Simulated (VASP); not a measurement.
# PbS (Fm-3m) in VASP: elastic constants with PBE

Aim: the elastic constants of PbS with PBE.

Everything below comes from runs of VASP 6.6.1. Logs are shortened: lines on timing, memory, paths and dates and some standing lists are left out, and cuts for length are marked.

## Step 1: The cell of the first run

The structure is cubic, space group Fm-3m (No. 225). Conventional cell: a = 6.008 Å, b = 6.008 Å, c = 6.008 Å, α = 90.00°, β = 90.00°, γ = 90.00°. Within 4.0 Å of Pb (site symmetry m-3m) lie 6 S at 3.00 Å. Within 4.0 Å of S (site symmetry m-3m) lie 6 Pb at 3.00 Å.

## Step 2: Elastic constants, PBE

INCAR reads:

```
SYSTEM = PbS
ALGO = Normal ; EDIFF = 1E-8
ENCUT = 600 ; GGA = PE
IBRION = 6 ; ISIF = 3
ISMEAR = 0 ; LASPH = .TRUE.
LCHARG = .FALSE. ; LREAL = .FALSE.
LWAVE = .FALSE. ; NBANDS = 17
NELM = 80 ; NFREE = 2
NSW = 1 ; POTIM = 0.015
PREC = Accurate ; SIGMA = 0.01
```

KPOINTS reads:

```
k-points
0
G
  10 10 10
  0 0 0
```

POSCAR reads:

```
PbS
1.0
    0.0000000000      3.0040000000      3.0040000000
    3.0040000000      0.0000000000      3.0040000000
    3.0040000000      3.0040000000      0.0000000000
Pb S
1 1
Direct
    0.0000000000      0.0000000000      0.0000000000
    0.5000000000      0.5000000000      0.5000000000
```

Potentials or basis: VASP PAW PBE potentials, release 64 (Pb_d, S).

Command:

```bash
$ cat potpaw_PBE.64/Pb_d/POTCAR potpaw_PBE.64/S/POTCAR > POTCAR
$ mpirun -np 1 vasp_std > vasp.out
```

OUTCAR:

```text
SYSTEM = PbS
   EDIFF = 1E-8
   ENCUT = 600
   GGA = PE
   IBRION = 6
   ISIF = 3
   ISMEAR = 0
   LASPH = .TRUE.
   LREAL = .FALSE.
   NELM = 80
   NFREE = 2
   NSW = 1
   POTIM = 0.015
   PREC = Accurate

 ion  position               nearest neighbor table
   1  0.000  0.000  0.000-   2 3.00   2 3.00   2 3.00   2 3.00   2 3.00   2 3.00
   2  0.500  0.500  0.500-   1 3.00   1 3.00   1 3.00   1 3.00   1 3.00   1 3.00

  LATTYP: Found a face centered cubic cell.
 ALAT       =     6.0080000000

  Lattice vectors:

 A1 = (   0.0000000000,   3.0040000000,   3.0040000000)
 A2 = (   3.0040000000,   0.0000000000,   3.0040000000)
 A3 = (   3.0040000000,   3.0040000000,   0.0000000000)

Analysis of symmetry for initial positions (statically):
=====================================================================
 Subroutine PRICEL returns:
 Original cell was already a primitive cell.

 Routine SETGRP: Setting up the symmetry group for a
 face centered cubic supercell.

 Subroutine GETGRP returns: Found 48 space group operations
 (whereof 48 operations were pure point group operations)
 out of a pool of 48 trial point group operations.

The static configuration has the point symmetry O_h .

Analysis of symmetry for dynamics (positions and initial velocities):
=====================================================================
 Subroutine PRICEL returns:
 Original cell was already a primitive cell.

 Routine SETGRP: Setting up the symmetry group for a
 face centered cubic supercell.

 Subroutine GETGRP returns: Found 48 space group operations
 (whereof 48 operations were pure point group operations)
 out of a pool of 48 trial point group operations.

The dynamic configuration has the point symmetry O_h .

[... 348 lines left out ...]
  band No.  band energies     occupation
      1     -11.4414      2.00000
      2     -11.4413      2.00000
      3     -11.4413      2.00000
      4     -11.4240      2.00000
      5     -11.4240      2.00000
      6      -7.9319      2.00000
[... 457 lines left out ...]
      4     -11.4020      2.00000
      5     -11.3973      2.00000
      6      -6.7864      2.00000
[... 9 lines left out ...]
     16      16.2499      0.00000
     17      16.9162      0.00000

 [... further k-points ...]

------------------------ aborting loop because EDIFF is reached ----------------------------------------

  FORCE on cell =-STRESS in cart. coord.  units (eV):
  Direction    XX          YY          ZZ          XY          YZ          ZX
  --------------------------------------------------------------------------------------
  -------------------------------------------------------------------------------------
  Total        0.0043765      0.0017570      0.0017570      0.0000000      0.0000000     -0.0000000
  in kB        0.1293313      0.0519218      0.0519218      0.0000000      0.0000000     -0.0000000
  external PRESSURE =       0.0777250 kB  Pullay stress =       0.0000000 kB
[... 17 lines left out ...]
  FREE ENERGIE OF THE ION-ELECTRON SYSTEM (eV)
  ---------------------------------------------------
  free  energy   TOTEN  =        -8.7696863677 eV

  energy  without entropy=       -8.7696863677  energy(sigma->0) =       -8.76968637

 INTERNAL STRAIN TENSORS FROM STRAINED CELLS
 ============================================

 INTERNAL STRAIN TENSOR FOR ION    1 for displacements in x,y,z  (eV/Angst):
          X           Y           Z          XY          YZ          ZX
  --------------------------------------------------------------------------------
  x    -0.00000     0.00000    -0.00000     0.00000     0.00000     0.00000
  y    -0.00000     0.00000     0.00000     0.00000    -0.00000     0.00000
  z     0.00000    -0.00000     0.00000    -0.00000     0.00000     0.00000

 INTERNAL STRAIN TENSORS FROM DISPLACED ATOMS
 ============================================

 INTERNAL STRAIN TENSOR FOR ION    1 for displacements in x,y,z  (eV/Angst):
          X           Y           Z          XY          YZ          ZX
  --------------------------------------------------------------------------------
  x     0.00000     0.00000     0.00000     0.00000     0.00000     0.00000
  y     0.00000     0.00000     0.00000     0.00000     0.00000     0.00000
  z     0.00000     0.00000     0.00000     0.00000     0.00000     0.00000

 INTERNAL STRAIN TENSOR FOR ION    2 for displacements in x,y,z  (eV/Angst):
          X           Y           Z          XY          YZ          ZX
  --------------------------------------------------------------------------------
  x     0.00000     0.00000     0.00000     0.00000     0.00000     0.00000
  y     0.00000     0.00000     0.00000     0.00000     0.00000     0.00000
  z     0.00000     0.00000     0.00000     0.00000     0.00000     0.00000

 Eigenvectors and eigenvalues of the dynamical matrix
 ----------------------------------------------------

   1 f  =    1.262020 THz     7.929504 2PiTHz   42.096449 cm-1     5.219292 meV
             X         Y         Z           dx          dy          dz
      0.000000  0.000000  0.000000    -0.367607    0.000000    0.000000
      3.004000  3.004000  3.004000     0.929981   -0.000000    0.000000
[... 21 lines left out ...]
   6 f/i=    0.002065 THz     0.012977 2PiTHz    0.068891 cm-1     0.008541 meV
             X         Y         Z           dx          dy          dz
      0.000000  0.000000  0.000000    -0.699972   -0.554515    0.259647
      3.004000  3.004000  3.004000    -0.276688   -0.219191    0.102635

--------------------------------------------------------------------------------------------------------

 ELASTIC MODULI CONTR FROM IONIC RELAXATION (kBar)
 Direction    XX          YY          ZZ          XY          YZ          ZX
 --------------------------------------------------------------------------------
 XX           0.0000      0.0000      0.0000      0.0000      0.0000      0.0000
 YY           0.0000      0.0000      0.0000      0.0000      0.0000      0.0000
 ZZ           0.0000      0.0000      0.0000      0.0000      0.0000      0.0000
 XY           0.0000      0.0000      0.0000      0.0000      0.0000      0.0000
 YZ           0.0000      0.0000      0.0000      0.0000      0.0000      0.0000
 ZX           0.0000      0.0000      0.0000      0.0000      0.0000      0.0000
 --------------------------------------------------------------------------------

 TOTAL ELASTIC MODULI (kBar)
 Direction    XX          YY          ZZ          XY          YZ          ZX
 --------------------------------------------------------------------------------
 XX        1259.4881    169.0836    169.0836     -0.0000      0.0000      0.0000
 YY         169.0836   1259.4881    169.0836      0.0000     -0.0000      0.0000
 ZZ         169.0836    169.0836   1259.4881      0.0000      0.0000      0.0000
 XY          -0.0000      0.0000      0.0000    202.3881     -0.0000      0.0000
 YZ           0.0000     -0.0000      0.0000     -0.0000    202.3881      0.0000
 ZX           0.0000      0.0000      0.0000      0.0000      0.0000    202.3881
 --------------------------------------------------------------------------------
```

OSZICAR:

```text
N       E                     dE             d eps       ncg     rms          rms(c)
DAV:   1     0.162700646970E+03    0.16270E+03   -0.10484E+04  1606   0.135E+03
[... 210 lines left out ...]
DAV:   3    -0.876972077949E+01    0.94910E-04   -0.64901E-04  4259   0.137E-01    0.423E-02
DAV:   4    -0.876968244535E+01    0.38334E-04   -0.29757E-04  4231   0.837E-02    0.184E-02
DAV:   5    -0.876968655704E+01   -0.41117E-05   -0.61592E-05  3969   0.405E-02    0.188E-02
DAV:   6    -0.876968657427E+01   -0.17233E-07   -0.56702E-06  4428   0.144E-02    0.110E-02
DAV:   7    -0.876968635365E+01    0.22061E-06   -0.11147E-06  4431   0.680E-03    0.711E-04
DAV:   8    -0.876968636969E+01   -0.16038E-07   -0.24468E-07  4421   0.253E-03    0.544E-04
DAV:   9    -0.876968636767E+01    0.20179E-08   -0.16118E-08  3248   0.819E-04
  17 F= -.87696864E+01 E0= -.87696864E+01  d E =-.535951E-95
```

stdout:

```text
POSCAR found type information on POSCAR PbS
 POSCAR found :  2 types and       2 ions
 scaLAPACK will be used
 LDA part: xc-table for (Slater+PW92), standard interpolation
 POSCAR, INCAR and KPOINTS ok, starting setup
 FFT: planning ... GRIDC
 FFT: planning ... GRID_SOFT
 FFT: planning ... GRID
 WAVECAR not read
 entering main loop
 Found     2 degrees of freedom:
 Adding 6 more for cell shape distortion
 Finite differences POTIM= 0.01500 DOF=   8
 bond charge predicted
 Finite differences progress:
 bond charge predicted
 Finite differences progress:
 bond charge predicted
 Finite differences progress:
 bond charge predicted
 Finite differences progress:
 bond charge predicted
 Finite differences progress:
 bond charge predicted
 Finite differences progress:
 bond charge predicted
 Finite differences progress:
 bond charge predicted
 Finite differences progress:
 bond charge predicted
 Finite differences progress:
 bond charge predicted
 Finite differences progress:
 bond charge predicted
 Finite differences progress:
 bond charge predicted
 Finite differences progress:
 bond charge predicted
 Finite differences progress:
 bond charge predicted
 Finite differences progress:
 bond charge predicted
 Finite differences progress:
 bond charge predicted
 Finite differences progress:
```

Run time: 45 min. Hardware: 1 thread of Oxide Virtual Turin-like, shared host; peak memory 0.57 GiB.

What came out:

```
Elastic constants C11, C12, C44                         : 126, 17, 20 GPa
Voigt bulk modulus                                      : 53 GPa
Highest phonon frequency at Γ, LO-TO splitting left out : 42 cm⁻¹
```

Phonon frequencies in cm⁻¹ (negative: imaginary):
| q point | frequencies |
| --- | --- |
| (0.000, 0.000, 0.000) | 0 0 0 42 42 42 |

Elastic tensor in Voigt notation (GPa, in the Cartesian axes of the cell as first typed):
```
126  17  17   0   0   0
 17 126  17   0   0   0
 17  17 126   0   0   0
  0   0   0  20   0   0
  0   0   0   0  20   0
  0   0   0   0   0  20
```

Clamped-ion elastic tensor (GPa):
```
126  17  17   0   0   0
 17 126  17   0   0   0
 17  17 126   0   0   0
  0   0   0  20   0   0
  0   0   0   0  20   0
  0   0   0   0   0  20
```

Caveat: spin-orbit coupling is left out, which moves the levels of the heavy elements.
